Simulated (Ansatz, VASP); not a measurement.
# One calculation of AlN, two programs

```xyz
4
Lattice="3.1294 0.0000 0.0000 -1.5647 2.7101 0.0000 0.0000 0.0000 5.0078" Properties=species:S:1:pos:R:3 pbc="T T T"
Al    0.0000    1.8068   -0.0051
Al    1.5647    0.9034    2.4988
N     0.0000    1.8068    1.9080
N     1.5647    0.9034    4.4119
```

Alike in both runs: task relaxation of the atoms; functional PBEsol; k mesh 8 × 8 × 6; no spin polarisation.

|  | VASP | Ansatz |
| --- | --- | --- |
| version | VASP 6.6.1 | Ansatz 0.2.0 |
| potentials or method | VASP PAW PBE potentials, release 64 (Al, N), cutoff 520 eV | all-electron LAPW, scalar-relativistic |
| occupations | gaussian, width 0.01 eV | fixed |

|  | VASP | Ansatz | Ansatz less VASP |
| --- | --- | --- | --- |
| gap on the k mesh at the Fermi level, each at its own relaxed structure (eV) | 3.98 | 3.98 | -0.006 |

VASP's potentials were made for PBE, not for PBEsol. Ansatz ran all-electron here, and VASP with PAW potentials.
